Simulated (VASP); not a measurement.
# W16C in VASP: relaxation of the atoms with PBE

Aim: the relaxation of the atoms of W16C with PBE.

Program: VASP 6.6.1. These are calculated values, not measurements. Logs are shortened: lines on timing, memory, paths and dates and some standing lists are left out, and cuts for length are marked.

**1. The cell of the first run**

The cell holds a slab with vacuum, 17 atoms: a = 6.367 Å, b = 6.367 Å, c = 20.143 Å, α = 90.00°, β = 90.00°, γ = 90.00°.

**2. Relaxation of the atoms, PBE**

INCAR reads:

```
ALGO = Normal
DIPOL = 0.5 0.5 0.324
EDIFF = 1E-7
EDIFFG = -0.025
ENCUT = 520
GGA = PE
GGA_COMPAT = F
IBRION = 2
IDIPOL = 3
ISIF = 2
ISMEAR = 0
KPAR = 4
LASPH = T
LCHARG = F
LDIPOL = T
LREAL = F
LWAVE = F
NCORE = 2
NELM = 120
NELMDL = -8
NELMIN = 4
NSW = 36
PREC = Accurate
SIGMA = 0.1
```

KPOINTS reads:

```
k-points
0
Gamma
  4 4 1
```

POSCAR reads:

```
W16C
1.0
    6.3673983413      0.0000000000      0.0000000000
    0.0000000000      6.3673983413      0.0000000000
    0.0000000000      0.0000000000     20.1425775435
W C
16 1
Selective dynamics
Direct
    0.2500000000      0.2500000000      0.1985843168  F F F
    0.2500000000      0.7500000000      0.1985843168  F F F
    0.7500000000      0.2500000000      0.1985843168  F F F
    0.7500000000      0.7500000000      0.1985843168  F F F
    0.0000000000      0.0000000000      0.2776134074  F F F
    0.0000000000      0.5000000000      0.2776134074  F F F
    0.5000000000      0.0000000000      0.2776134074  F F F
    0.5000000000      0.5000000000      0.2776134074  F F F
    0.2500000000      0.2500000000      0.3599451791  F F F
    0.2500000000      0.7500000000      0.3599451791  F F F
    0.7500000000      0.2500000000      0.3599451791  F F F
    0.7500000000      0.7500000000      0.3599451791  F F F
    0.0000000000      0.0000000000      0.4290700892  F F F
    0.0000000000      0.5000000000      0.4290700892  F F F
    0.5000000000      0.0000000000      0.4290700892  F F F
    0.5000000000      0.5000000000      0.4290700892  F F F
    0.2500000000      0.2500000000      0.4538931288  F F T
```

Potentials or basis: VASP PAW PBE potentials, release 64 (W_sv, C).

Launch:

```bash
$ cat potpaw_PBE.64/W_sv/POTCAR potpaw_PBE.64/C/POTCAR > POTCAR
$ mpirun -np 8 vasp_std > vasp.out
```

OUTCAR:

```text
EDIFF = 1E-7
   EDIFFG = -0.025
   ENCUT = 520
   GGA = PE
   IBRION = 2
   ISIF = 2
   ISMEAR = 0
   LASPH = T
   LREAL = F
   NELM = 120
   NELMDL = -8
   NELMIN = 4
   NSW = 36
   PREC = Accurate

 ion  position               nearest neighbor table
   1  0.250  0.250  0.199-   5 2.76   6 2.76   7 2.76   8 2.76   2 3.18   3 3.18   2 3.18   3 3.18
                             9 3.25
   2  0.250  0.750  0.199-   5 2.76   6 2.76   7 2.76   8 2.76   1 3.18   4 3.18   1 3.18   4 3.18
                            10 3.25
   3  0.750  0.250  0.199-   5 2.76   6 2.76   7 2.76   8 2.76   1 3.18   4 3.18   4 3.18   1 3.18
                            11 3.25
   4  0.750  0.750  0.199-   5 2.76   6 2.76   7 2.76   8 2.76   2 3.18   3 3.18   3 3.18   2 3.18
                            12 3.25
   5  0.000  0.000  0.278-   1 2.76   2 2.76   3 2.76   4 2.76   9 2.80  10 2.80  11 2.80  12 2.80
                            13 3.05   7 3.18   6 3.18   6 3.18   7 3.18
   6  0.000  0.500  0.278-   1 2.76   2 2.76   3 2.76   4 2.76   9 2.80  10 2.80  11 2.80  12 2.80
                            14 3.05   8 3.18   5 3.18   5 3.18   8 3.18
   7  0.500  0.000  0.278-   1 2.76   2 2.76   3 2.76   4 2.76   9 2.80  10 2.80  11 2.80  12 2.80
                            15 3.05   8 3.18   5 3.18   8 3.18   5 3.18
   8  0.500  0.500  0.278-   1 2.76   2 2.76   3 2.76   4 2.76   9 2.80  10 2.80  11 2.80  12 2.80
                            16 3.05   7 3.18   6 3.18   7 3.18   6 3.18
   9  0.250  0.250  0.360-  17 1.89  14 2.65  15 2.65  16 2.65  13 2.65   6 2.80   7 2.80   8 2.80
                             5 2.80  11 3.18  10 3.18  10 3.18  11 3.18   1 3.25
  10  0.250  0.750  0.360-  13 2.65  14 2.65  15 2.65  16 2.65   5 2.80   6 2.80   7 2.80   8 2.80
                             9 3.18  12 3.18   9 3.18  12 3.18   2 3.25
  11  0.750  0.250  0.360-  13 2.65  14 2.65  15 2.65  16 2.65   5 2.80   6 2.80   7 2.80   8 2.80
                             9 3.18  12 3.18  12 3.18   9 3.18   3 3.25
  12  0.750  0.750  0.360-  13 2.65  14 2.65  15 2.65  16 2.65   5 2.80   6 2.80   7 2.80   8 2.80
                            10 3.18  11 3.18  11 3.18  10 3.18   4 3.25
  13  0.000  0.000  0.429-  17 2.31  10 2.65  11 2.65  12 2.65   9 2.65   5 3.05  15 3.18  14 3.18
                            14 3.18  15 3.18
  14  0.000  0.500  0.429-  17 2.31  10 2.65  11 2.65  12 2.65   9 2.65   6 3.05  16 3.18  13 3.18
                            13 3.18  16 3.18
  15  0.500  0.000  0.429-  17 2.31  10 2.65  11 2.65  12 2.65   9 2.65   7 3.05  16 3.18  13 3.18
                            16 3.18  13 3.18
  16  0.500  0.500  0.429-  17 2.31  10 2.65  11 2.65  12 2.65   9 2.65   8 3.05  15 3.18  14 3.18
                            15 3.18  14 3.18
  17  0.250  0.250  0.454-   9 1.89  13 2.31  14 2.31  15 2.31  16 2.31

  LATTYP: Found a simple tetragonal cell.
 ALAT       =     6.3673983413
 C/A-ratio  =     3.1633920895

  Lattice vectors:

 A1 = (   6.3673983413,   0.0000000000,   0.0000000000)
 A2 = (   0.0000000000,   6.3673983413,   0.0000000000)
 A3 = (   0.0000000000,   0.0000000000,  20.1425775435)

Analysis of symmetry for initial positions (statically):
=====================================================================
 Subroutine PRICEL returns:
 Original cell was already a primitive cell.

 Routine SETGRP: Setting up the symmetry group for a
 simple tetragonal supercell.

 Subroutine GETGRP returns: Found  8 space group operations
 (whereof  2 operations were pure point group operations)
 out of a pool of 16 trial point group operations.

The static configuration has the point symmetry C_1h.
 The point group associated with its full space group is C_4v.

Analysis of symmetry for dynamics (positions and initial velocities):
=====================================================================
 Subroutine PRICEL returns:
 Original cell was already a primitive cell.

 Routine SETGRP: Setting up the symmetry group for a
 simple tetragonal supercell.

 Subroutine GETGRP returns: Found  8 space group operations
 (whereof  2 operations were pure point group operations)
 out of a pool of 16 trial point group operations.

The dynamic configuration has the point symmetry C_1h.
 The point group associated with its full space group is C_4v.

Analysis of constrained symmetry for selective dynamics:
=====================================================================
 Subroutine PRICEL returns:
 Original cell was already a primitive cell.

 Routine SETGRP: Setting up the symmetry group for a
 simple tetragonal supercell.

 Subroutine GETGRP returns: Found  8 space group operations
 (whereof  2 operations were pure point group operations)
 out of a pool of 16 trial point group operations.

The constrained configuration has the point symmetry C_1h.
 The point group associated with its full space group is C_4v.
[... 127 lines left out ...]
   IALGO  =     38    algorithm
   IMIX   =      4    mixing-type and parameters
     AMIX     =   0.40;   BMIX     =  1.00
     AMIX_MAG =   1.60;   BMIX_MAG =  1.00
  volume/ion in A,a.u.               =      48.04       324.18
  Fermi-wavevector in a.u.,A,eV,Ry     =   1.069974  2.021959 15.576567  1.144845
  Thomas-Fermi vector in A             =   2.205670
   LORBIT       =      0    0 simple, 1 ext, 2 COOP (PROOUT), +10 PAW based schemes
   GGA     = PE    functional components
   LHFCALC =     F    Hartree Fock is set to
   AEXX    =    0.0000 exact exchange contribution
   IVDW    =     0    specifies the selected vdW correction
   LEPSILON=     F    determine dielectric tensor
   LRPA    =     F    only Hartree local field effects (RPA)
 conjugate gradient relaxation of ions
 non-spin polarized calculation
 Gauss-broadening in eV      SIGMA  =   0.10
  energy-cutoff  :      520.00
  volume of cell :      816.66
 maximum number of plane-waves:     22040
 NGX is ok and might be reduce to    48
   NGX = 23   NGY = 23   NGZ = 75

--------------------------------------- Ionic step        1  -------------------------------------------

 number of electron     227.9999965 magnetization

 Free energy of the ion-electron system (eV)
  ---------------------------------------------------
  ext. energy  EPLUGINS =         0.00000000
  ---------------------------------------------------
  free energy    TOTEN  =      -195.74773687 eV

  energy without entropy =     -195.64570319  energy(sigma->0) =     -195.69672003

------------------------ aborting loop because EDIFF is reached ----------------------------------------

  FORCE on cell =-STRESS in cart. coord.  units (eV):
  Direction    XX          YY          ZZ          XY          YZ          ZX
  --------------------------------------------------------------------------------------
  -------------------------------------------------------------------------------------
  Total      -26.6507272    -26.6507272      2.7280164      0.0000000      0.0000000      0.0000000
  in kB      -52.2854153    -52.2854153      5.3520293      0.0000000      0.0000000      0.0000000
  external PRESSURE =     -33.0729338 kB  Pullay stress =       0.0000000 kB

 VOLUME and BASIS-vectors are now :
 -----------------------------------------------------------------------------
  energy-cutoff  :      520.00
  volume of cell :      816.66
      direct lattice vectors                 reciprocal lattice vectors
     6.367398341  0.000000000  0.000000000     0.157050014  0.000000000  0.000000000
     0.000000000  6.367398341  0.000000000     0.000000000  0.157050014  0.000000000
     0.000000000  0.000000000 20.142577543     0.000000000  0.000000000  0.049646079

 POSITION                                       TOTAL-FORCE (eV/Angst)
 -----------------------------------------------------------------------------------
      1.59185      1.59185      4.00000         0.000000     -0.000000      2.092953
      1.59185      4.77555      4.00000         0.000000     -0.000000      1.985881
      4.77555      1.59185      4.00000         0.000000     -0.000000      1.985881
      4.77555      4.77555      4.00000         0.000000     -0.000000      1.962190
      0.00000      0.00000      5.59185        -0.147476     -0.147476     -2.107016
      0.00000      3.18370      5.59185        -0.147476      0.147476     -2.107016
[... 9 lines left out ...]
      3.18370      3.18370      8.64258        -0.490891     -0.490891      1.298018
      1.59185      1.59185      9.14258         0.000000     -0.000000      4.132670
 -----------------------------------------------------------------------------------
    total drift:                                0.000000      0.000000     -0.000953

  FREE ENERGIE OF THE ION-ELECTRON SYSTEM (eV)
  ---------------------------------------------------
  free  energy   TOTEN  =      -195.7477368729 eV

  energy  without entropy=     -195.6457031888  energy(sigma->0) =     -195.69672003

 dipolmoment           0.000000      0.000000     -0.013639 electrons x Angstroem

--------------------------------------- Ionic step        2  -------------------------------------------

 number of electron     227.9999965 magnetization

 dipolmoment           0.000000      0.000000      0.021894 electrons x Angstroem

 Free energy of the ion-electron system (eV)
  ---------------------------------------------------
  ext. energy  EPLUGINS =         0.00000000
  ---------------------------------------------------
  free energy    TOTEN  =      -196.11831386 eV

  energy without entropy =     -196.00264861  energy(sigma->0) =     -196.06048124

 E-fermi :   0.7431     XC(G=0):  -5.4835

 val. band max:        0.7306034127   @ k =   0.5000   0.5000   0.0000
 cond. band min:       0.7741461245   @ k =   0.2500   0.0000   0.0000
 fundamental gap:      0.0435427118
 Fermi energy:         0.7430739528

 k-point     1 :       0.0000    0.0000    0.0000
  band No.  band energies     occupation
      1     -73.1537      2.00000
      2     -73.0993      2.00000
      3     -73.0860      2.00000
      4     -73.0782      2.00000
      5     -73.0782      2.00000
      6     -73.0775      2.00000
[... 763 lines left out ...]
    125       2.1937      0.00000
    126       2.2248      0.00000
 [bands above 126 left out]

------------------------ aborting loop because EDIFF is reached ----------------------------------------

 vacuum level on the upper side and lower side of the slab       (xc-potential included)        -0.002        -0.137

  FORCE on cell =-STRESS in cart. coord.  units (eV):
  Direction    XX          YY          ZZ          XY          YZ          ZX
  --------------------------------------------------------------------------------------
  -------------------------------------------------------------------------------------
  Total      -28.2703992    -28.2703992     -5.1885918      0.0000000      0.0000000      0.0000000
  in kB      -55.4630106    -55.4630106    -10.1793723      0.0000000      0.0000000      0.0000000
  external PRESSURE =     -40.3684645 kB  Pullay stress =       0.0000000 kB

 VOLUME and BASIS-vectors are now :
 -----------------------------------------------------------------------------
  energy-cutoff  :      520.00
  volume of cell :      816.66
      direct lattice vectors                 reciprocal lattice vectors
     6.367398341  0.000000000  0.000000000     0.157050014  0.000000000  0.000000000
     0.000000000  6.367398341  0.000000000     0.000000000  0.157050014  0.000000000
     0.000000000  0.000000000 20.142577543     0.000000000  0.000000000  0.049646079

 POSITION                                       TOTAL-FORCE (eV/Angst)
 -----------------------------------------------------------------------------------
      1.59185      1.59185      4.00000         0.000000      0.000000      2.111790
      1.59185      4.77555      4.00000         0.000000      0.000000      2.029633
      4.77555      1.59185      4.00000         0.000000      0.000000      2.029633
      4.77555      4.77555      4.00000         0.000000      0.000000      1.935615
      0.00000      0.00000      5.59185        -0.096643     -0.096643     -2.079334
      0.00000      3.18370      5.59185        -0.096643      0.096643     -2.079334
[... 9 lines left out ...]
      3.18370      3.18370      8.64258        -0.895594     -0.895594      1.357552
      1.59185      1.59185      9.34195         0.000000      0.000000      0.006899
 -----------------------------------------------------------------------------------
    total drift:                                0.000000      0.000000     -0.000782

  FREE ENERGIE OF THE ION-ELECTRON SYSTEM (eV)
  ---------------------------------------------------
  free  energy   TOTEN  =      -196.1183138615 eV

  energy  without entropy=     -196.0026486134  energy(sigma->0) =     -196.06048124

 reached required accuracy - stopping structural energy minimisation

 vacuum level on the upper side and lower side of the slab         4.960         4.829
```

Run time: 19 min. Hardware: 8 MPI ranks of Intel Xeon Platinum 8259CL at 2.50GHz (Skylake/Cascade Lake), shared host; peak memory 0.66 GiB.

What came out:

| Property | Result |
| --- | --- |
| Free energy | -196.1183 eV |
| Energy gained by relaxing | 21.8 meV/atom |
| Ionic steps | 2 |
| Band gap on the k mesh | zero (bands 114 and 115 overlap by 0.17 eV) |

The path:
```tsv
step	energy change (eV)	largest force on free atoms (eV/Å)	pressure (GPa)
1	0.0000	4.1327	-3.31
2	-0.3706	0.0069	-4.04
```

Final structure:
```yaml
crystal:
  lattice:
    - [6.36740, 0.00000, 0.00000]
    - [0.00000, 6.36740, 0.00000]
    - [0.00000, 0.00000, 20.14258]
  atoms:
    - { symbol: W, position: [0.25000, 0.25000, 0.19858] }
    - { symbol: W, position: [0.25000, 0.75000, 0.19858] }
    - { symbol: W, position: [0.75000, 0.25000, 0.19858] }
    - { symbol: W, position: [0.75000, 0.75000, 0.19858] }
    - { symbol: W, position: [0.00000, 0.00000, 0.27761] }
    - { symbol: W, position: [0.00000, 0.50000, 0.27761] }
    - { symbol: W, position: [0.50000, 0.00000, 0.27761] }
    - { symbol: W, position: [0.50000, 0.50000, 0.27761] }
    - { symbol: W, position: [0.25000, 0.25000, 0.35995] }
    - { symbol: W, position: [0.25000, 0.75000, 0.35995] }
    - { symbol: W, position: [0.75000, 0.25000, 0.35995] }
    - { symbol: W, position: [0.75000, 0.75000, 0.35995] }
    - { symbol: W, position: [0.00000, 0.00000, 0.42907] }
    - { symbol: W, position: [0.00000, 0.50000, 0.42907] }
    - { symbol: W, position: [0.50000, 0.00000, 0.42907] }
    - { symbol: W, position: [0.50000, 0.50000, 0.42907] }
    - { symbol: C, position: [0.25000, 0.25000, 0.46379] }
```

Levels at points of the mesh, in eV from the Fermi level:
```tsv
k point	band 112	band 113	band 114	band 115	band 116	band 117
(0.00, 0.00, 0.00)	-0.21	0.07	0.07	0.29	0.42	0.42
(0.50, 0.00, 0.00)	-0.17	-0.11	-0.08	-0.05	-0.05	0.54
(0.50, 0.50, 0.00)	-0.19	-0.13	-0.04	-0.04	-0.02	-0.01
```

Caveat: spin-orbit coupling is left out, which moves the levels of the heavy elements.

The gap in the log of VASP goes by the Fermi energy; the results here count the filled bands.